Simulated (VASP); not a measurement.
Set up this calculation in VASP 6.6.1, as the native input.

- Task: single point
- Functional: LDA
- Potentials or basis: VASP PAW LDA potentials, release 64 (Mo_sv)
- Cutoff: 520 eV
- k mesh: 18 × 18 × 18
- Occupations: gaussian, width 0.15 eV
- Spin: no spin polarisation
- Dipole correction: no
- Further INCAR settings: ALGO = Normal; EDIFF = 1e-07; NBANDS = 13

The structure of Mo lies in POSCAR:

```
Mo
1.0
    2.6534450853      0.0000000000      0.0000000000
   -1.3267225426      2.2979508514      0.0000000000
    0.0000000000      0.0000000000      2.5935084105
Mo
1
Direct
    0.0000000000      0.0000000000      0.5000000000
```

This isn't the form of Mo at room conditions, which is bcc.

This cell differs from its parent crystal: strain -0.030 along x and y, +0.015 along z.

One way to write it, as run:

INCAR

```
SYSTEM = Mo
PREC = Accurate
ENCUT = 520
EDIFF = 1E-7
ISMEAR = 0
SIGMA = 0.15
LREAL = .FALSE.
LASPH = .TRUE.
NELM = 60
ALGO = Normal
ISIF = 2
LWAVE = .FALSE.
LCHARG = .FALSE.
GGA = CA
NBANDS = 13
```

KPOINTS

```
Automatic mesh
0
G
  18 18 18
  0 0 0
```

Potentials or basis: VASP PAW LDA potentials, release 64 (Mo_sv).

The run is started by

```bash
$ cat potpaw_LDA.64/Mo_sv/POTCAR > POTCAR
$ mpirun -np 1 vasp_std > vasp.out
```

It gave:

The pressure is 4.4 GPa. The band gap on the k mesh is zero (bands 7 and 8 overlap by 1.85 eV).

Caveat: the cell differs from its parent crystal (strain -0.030 along x and y, +0.015 along z); the cell stands under pressure.

Run time: 21 s on 1 thread of AMD EPYC 9R45 96-Core Processor (Zen 5) (shared host), peak memory 0.15 GiB.
